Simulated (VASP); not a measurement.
# CuF (P4/mmm) in VASP: further runs

CuF is run at these levels: PBE-based screened hybrid with 10 % exact exchange, PBE-based screened hybrid with 15 % exact exchange; tasks: single point.

Program: VASP 6.6.1. These are calculated values, not measurements. Logs are shortened: lines on timing, memory, paths and dates and some standing lists are left out, and cuts for length are marked.

### 1 The cell of the first run

The structure is tetragonal, space group P4/mmm (No. 123). Conventional cell: a = 2.471 Å, b = 2.471 Å, c = 3.417 Å, α = 90.00°, β = 90.00°, γ = 90.00°. Cu (site symmetry 4/mmm) has 8 F at 2.44 Å and 4 Cu at 2.47 Å within 3.2 Å. F (site symmetry 4/mmm) has 8 Cu at 2.44 Å and 4 F at 2.47 Å within 3.2 Å.

### 2 Single point, PBE-based screened hybrid with 10 % exact exchange

The input, POSCAR:

```
CuF
1.0
    2.4710065500      0.0000000000      0.0000000000
    0.0000000000      2.4710065500      0.0000000000
    0.0000000000      0.0000000000      3.4165013900
Cu F
1 1
Direct
    0.0000000000      0.0000000000      0.0000000000
    0.5000000000      0.5000000000      0.5000000000
```

The input, INCAR.step1:

```
ALGO = Normal ; EDIFF = 1E-5
ENCUT = 520 ; GGA = PE
ISIF = 2 ; ISMEAR = -1
LASPH = T ; LCHARG = F
LREAL = F ; LWAVE = T
NBANDS = 16 ; NELM = 80
PREC = Accurate ; SIGMA = 0.05
```

The input, INCAR.step2:

```
AEXX = 0.1 ; ALGO = Normal
EDIFF = 1E-6 ; ENCUT = 520
GGA = PE ; HFSCREEN = 0.2
ISIF = 2 ; ISMEAR = -1
ISTART = 1 ; LASPH = T
LCHARG = F ; LHFCALC = T
LREAL = F ; LWAVE = F
NBANDS = 16 ; NELM = 80
PREC = Accurate ; PRECFOCK = Normal
SIGMA = 0.05
```

The input, KPOINTS:

```
k-points
0
Gamma
  6 6 4
```

Potentials or basis: VASP PAW PBE potentials, release 64 (Cu, F).

Command:

```
$ cat potpaw_PBE.64/Cu/POTCAR potpaw_PBE.64/F/POTCAR > POTCAR
$ cp INCAR.step1 INCAR
$ mpirun -np 1 vasp_std > vasp.out
$ cp INCAR.step2 INCAR
$ mpirun -np 1 vasp_std > vasp.out
```

OUTCAR:

```text
AEXX = 0.1
   EDIFF = 1E-6
   ENCUT = 520
   GGA = PE
   HFSCREEN = 0.2
   ISIF = 2
   ISMEAR = -1
   ISTART = 1
   LASPH = T
   LHFCALC = T
   LREAL = F
   NELM = 80
   PREC = Accurate
   PRECFOCK = Normal

 ion  position               nearest neighbor table
   1  0.000  0.000  0.000-
   2  0.500  0.500  0.500-

  LATTYP: Found a simple tetragonal cell.
 ALAT       =     2.4710065500
 C/A-ratio  =     1.3826355054

  Lattice vectors:

 A1 = (   2.4710065500,   0.0000000000,   0.0000000000)
 A2 = (   0.0000000000,   2.4710065500,   0.0000000000)
 A3 = (   0.0000000000,   0.0000000000,   3.4165013900)

Analysis of symmetry for initial positions (statically):
=====================================================================
 Subroutine PRICEL returns:
 Original cell was already a primitive cell.

 Routine SETGRP: Setting up the symmetry group for a
 simple tetragonal supercell.

 Subroutine GETGRP returns: Found 16 space group operations
 (whereof 16 operations were pure point group operations)
 out of a pool of 16 trial point group operations.

The static configuration has the point symmetry D_4h.

Analysis of symmetry for dynamics (positions and initial velocities):
=====================================================================
 Subroutine PRICEL returns:
 Original cell was already a primitive cell.

 Routine SETGRP: Setting up the symmetry group for a
 simple tetragonal supercell.

 Subroutine GETGRP returns: Found 16 space group operations
 (whereof 16 operations were pure point group operations)
 out of a pool of 16 trial point group operations.

The dynamic configuration has the point symmetry D_4h.

 Subroutine INISYM returns: Found 16 space group operations
 (whereof 16 operations are pure point group operations),
 and found     1 'primitive' translations

----------------------------------------------------------------------------------------

                                     Primitive cell

  volume of cell :      20.8607

  direct lattice vectors                    reciprocal lattice vectors
     2.471006550  0.000000000  0.000000000     0.404693383  0.000000000  0.000000000
     0.000000000  2.471006550  0.000000000     0.000000000  0.404693383  0.000000000
     0.000000000  0.000000000  3.416501390     0.000000000  0.000000000  0.292697086

  length of vectors
     2.471006550  2.471006550  3.416501390     0.404693383  0.404693383  0.292697086

  position of ions in fractional coordinates (direct lattice)
     0.000000000  0.000000000  0.000000000
     0.500000000  0.500000000  0.500000000

  ion indices of the primitive-cell ions
   primitive index   ion index
                 1           1
                 2           2

----------------------------------------------------------------------------------------

 KPOINTS: k-points

Automatic generation of k-mesh.
 Grid dimensions read from file:
 generate k-points for:    6    6    4

 Generating k-lattice:

  Cartesian coordinates                     Fractional coordinates (reciprocal lattice)
     0.067448897  0.000000000  0.000000000     0.166666667  0.000000000  0.000000000
     0.000000000  0.067448897  0.000000000     0.000000000  0.166666667  0.000000000
     0.000000000  0.000000000  0.073174271     0.000000000  0.000000000  0.250000000

  Length of vectors
     0.067448897  0.067448897  0.073174271

  Shift w.r.t. Gamma in fractional coordinates (k-lattice)
     0.000000000  0.000000000  0.000000000

 Subroutine IBZKPT returns following result:
 ===========================================

 Found     30 irreducible k-points:

 Following reciprocal coordinates:
            Coordinates               Weight
  0.000000  0.000000  0.000000      1.000000
  0.166667  0.000000  0.000000      4.000000
  0.333333  0.000000  0.000000      4.000000
  0.500000  0.000000  0.000000      2.000000
  0.166667  0.166667  0.000000      4.000000
  0.333333  0.166667  0.000000      8.000000
[... 16 lines left out ...]
  0.333333  0.000000  0.500000      4.000000
  0.500000  0.000000  0.500000      2.000000
 [... further k-points ...]
   k-points           NKPTS =     30   k-points in BZ     NKDIM =    144   number of bands    NBANDS=     16
   number of dos      NEDOS =    301   number of ions     NIONS =      2
   total plane-waves  NPLWV =   9072
   dimension x,y,z NGX =    18 NGY =   18 NGZ =   28
   dimension x,y,z NGXF=    36 NGYF=   36 NGZF=   56
   ions per type =               1   1
   NGX,Y,Z   is equivalent  to a cutoff of  12.11, 12.11, 13.62 a.u.
   NGXF,Y,Z  is equivalent  to a cutoff of  24.22, 24.22, 27.25 a.u.
 SYSTEM =  unknown system
   PREC   = accura    normal or accurate (medium, high low for compatibility)
   ISTART =      1    job   : 0-new  1-cont  2-samecut
   ICHARG =      0    charge: 1-file 2-atom 10-const
   ISPIN  =      1    spin polarized calculation?
   LNONCOLLINEAR =      F non collinear calculations
   LSORBIT =      F    spin-orbit coupling
   LASPH  =      T    aspherical Exc in radial PAW
   ENCUT  =  520.0 eV  38.22 Ry    6.18 a.u.   4.59  4.59  6.35*2*pi/ulx,y,z
   NELM   =     80;   NELMIN=  2; NELMDL=  0     # of ELM steps
   EDIFF  = 0.1E-05   stopping-criterion for ELM
   LREAL  =      F    real-space projection
   EDIFFG = 0.1E-04   stopping-criterion for IOM
   NSW    =      0    number of steps for IOM
   IBRION =     -1    ionic relax: 0-MD 1-quasi-New 2-CG
   NFREE  =      0    steps in history (QN), initial steepest desc. (CG)
   ISIF   =      2    stress and relaxation
   ISYM   =      3    0-nonsym 1-usesym 2-fastsym
   POTIM  = 0.5000    time-step for ionic-motion
   TEBEG  =    0.0;   TEEND  =   0.0 temperature during run
   PSTRESS=    0.0 pullay stress
   NELECT =      18.0000    total number of electrons
   NUPDOWN=      -1.0000    fix difference up-down
   EMIN   =  10.00;   EMAX   =-10.00  energy-range for DOS
   EFERMI =   0.00;   METHOD = LEGACY
   ISMEAR =    -1;   SIGMA  =   0.05  broadening in eV -4-tet -1-fermi 0-gaus
   EFERMI_NEDOS =   21; number of points for ismear=-14 and -15
   IALGO  =     38    algorithm
   IMIX   =      1    mixing-type and parameters
     AMIX     =   0.40;   BMIX     =  1.00
     AMIX_MAG =   1.60;   BMIX_MAG =  1.00
  volume/ion in A,a.u.               =      10.43        70.39
  Fermi-wavevector in a.u.,A,eV,Ry     =   1.558556  2.945245 33.049887  2.429098
  Thomas-Fermi vector in A             =   2.662044
   LORBIT       =      0    0 simple, 1 ext, 2 COOP (PROOUT), +10 PAW based schemes
   GGA     = PE    functional components
   LHFCALC =     T    Hartree Fock is set to
   PRECFOCK=normal    Normal, Fast or Accurate (Low or Medium for compatibility)
   ENCUT4O =  -1.0   cutoff for four orbital integrals eV
   NKREDX  =     1    reduce k-point grid by
   NKREDY  =     1    reduce k-point grid by
   NKREDZ  =     1    reduce k-point grid by
   AEXX    =    0.1000 exact exchange contribution
   HFSCREEN=    0.2000 screening length (either q_TF or 0.3 A-1)
   HFSCREENC=   0.2000 screening length for correlation (either q_TF or 0.3 A-1)
   ENCUTFOCK=  -1.0 apply spherical cutoff to Coloumb kernel
   IVDW    =     0    specifies the selected vdW correction
   LEPSILON=     F    determine dielectric tensor
   LRPA    =     F    only Hartree local field effects (RPA)
 non-spin polarized calculation
  energy-cutoff  :      520.00
  volume of cell :       20.86
 maximum number of plane-waves:       580
  NGX = 14; NGY = 14; NGZ = 20

 number of electron      17.9999968 magnetization

 Free energy of the ion-electron system (eV)
  ---------------------------------------------------
  ext. energy  EPLUGINS =         0.00000000
  ---------------------------------------------------
  free energy    TOTEN  =        -7.36929652 eV

  energy without entropy =       -7.36764626  energy(sigma->0) =       -7.36847139

 E-fermi :   4.0950     XC(G=0): -10.8761

 val. band max:        4.0429567597   @ k =   0.5000   0.5000   0.5000
 cond. band min:       4.3858342291   @ k =   0.1667   0.0000   0.0000
 fundamental gap:      0.3428774694
 Fermi energy:         4.0949803739

 k-point     1 :       0.0000    0.0000    0.0000
  band No.  band energies     occupation
      1     -20.1960      2.00000
      2      -1.3109      2.00000
      3       0.3500      2.00000
      4       1.1553      2.00000
      5       1.1553      2.00000
      6       1.1687      2.00000
[... 8 lines left out ...]
     15      25.4520      0.00000
     16      33.7000      0.00000

 k-point     2 :       0.1667    0.0000    0.0000
  band No.  band energies     occupation
      1     -20.0254      2.00000
      2      -1.2852      2.00000
      3      -0.4722      2.00000
      4       1.0472      2.00000
      5       1.1765      2.00000
      6       1.5744      2.00000
[... 8 lines left out ...]
     15      27.9700      0.00000
     16      29.9796      0.00000

 k-point     3 :       0.3333    0.0000    0.0000
  band No.  band energies     occupation
      1     -19.6616      2.00000
      2      -2.2971      2.00000
      3      -1.2558      2.00000
      4       1.1940      2.00000
      5       1.4485      2.00000
      6       2.9652      2.00000
[... 8 lines left out ...]
     15      27.4917      0.00000
     16      27.5344      0.00000

 k-point     4 :       0.5000    0.0000    0.0000
  band No.  band energies     occupation
      1     -19.4665      2.00000
      2      -3.0738      2.00000
      3      -1.2525      2.00000
      4       1.1876      2.00000
      5       1.5723      2.00000
      6       3.0647      2.00000
[... 8 lines left out ...]
     15      26.6414      0.00000
     16      28.2881      0.00000
[... 324 lines left out ...]
 k-point    22 :       0.1667    0.0000    0.5000
  band No.  band energies     occupation
      1     -19.9144      2.00000
      2      -3.4738      2.00000
      3      -0.0085      2.00000
      4       0.9958      2.00000
      5       1.3741      2.00000
      6       2.2876      2.00000
[... 8 lines left out ...]
     15      26.6646      0.00000
     16      29.1804      0.00000

 k-point    23 :       0.3333    0.0000    0.5000
  band No.  band energies     occupation
      1     -19.5942      2.00000
      2      -2.3414      2.00000
      3      -1.5909      2.00000
      4       1.3223      2.00000
      5       1.4406      2.00000
      6       2.4269      2.00000
[... 8 lines left out ...]
     15      28.7458      0.00000
     16      29.9775      0.00000

 k-point    24 :       0.5000    0.0000    0.5000
  band No.  band energies     occupation
      1     -19.4234      2.00000
      2      -2.3147      2.00000
      3      -1.6198      2.00000
      4       1.3190      2.00000
      5       1.5171      2.00000
      6       2.1836      2.00000
[... 8 lines left out ...]
     15      31.8798      0.00000
     16      31.9749      0.00000

 [... further k-points ...]
[... 5 lines left out ...]
  --------------------------------------------------------------------------------------
  -------------------------------------------------------------------------------------
  Total        1.5027728      1.5027728     -2.0345484      0.0000000      0.0000000      0.0000000
  in kB      115.4182545    115.4182545   -156.2604988      0.0000000      0.0000000      0.0000000
  external PRESSURE =      24.8586701 kB  Pullay stress =       0.0000000 kB

 VOLUME and BASIS-vectors are now :
 -----------------------------------------------------------------------------
  energy-cutoff  :      520.00
  volume of cell :       20.86
      direct lattice vectors                 reciprocal lattice vectors
     2.471006550  0.000000000  0.000000000     0.404693383  0.000000000  0.000000000
     0.000000000  2.471006550  0.000000000     0.000000000  0.404693383  0.000000000
     0.000000000  0.000000000  3.416501390     0.000000000  0.000000000  0.292697086

 POSITION                                       TOTAL-FORCE (eV/Angst)
 -----------------------------------------------------------------------------------
      0.00000      0.00000      0.00000         0.000000      0.000000      0.000000
      1.23550      1.23550      1.70825         0.000000      0.000000      0.000000
 -----------------------------------------------------------------------------------
    total drift:                               -0.000000     -0.000001      0.000003

  FREE ENERGIE OF THE ION-ELECTRON SYSTEM (eV)
  ---------------------------------------------------
  free  energy   TOTEN  =        -7.3692965198 eV

  energy  without entropy=       -7.3676462552  energy(sigma->0) =       -7.36847139
```

Wall time 34 min (1 thread of Intel Xeon 8259CL, shared host); peak memory 0.24 GiB.

Results:

| Item | Value |
| --- | --- |
| Free energy | -7.3693 eV |
| Pressure | 2.5 GPa |
| Band gap on the k mesh | zero (bands 9 and 10 overlap by 0.54 eV) |

Caveat: the k points lie up to 0.46 Å⁻¹ apart, too coarse for converged energies and pressures of a metal; the PAW data sets were made with another functional, which shifts forces and pressure a little.

(Continued in part 2 of 2.)
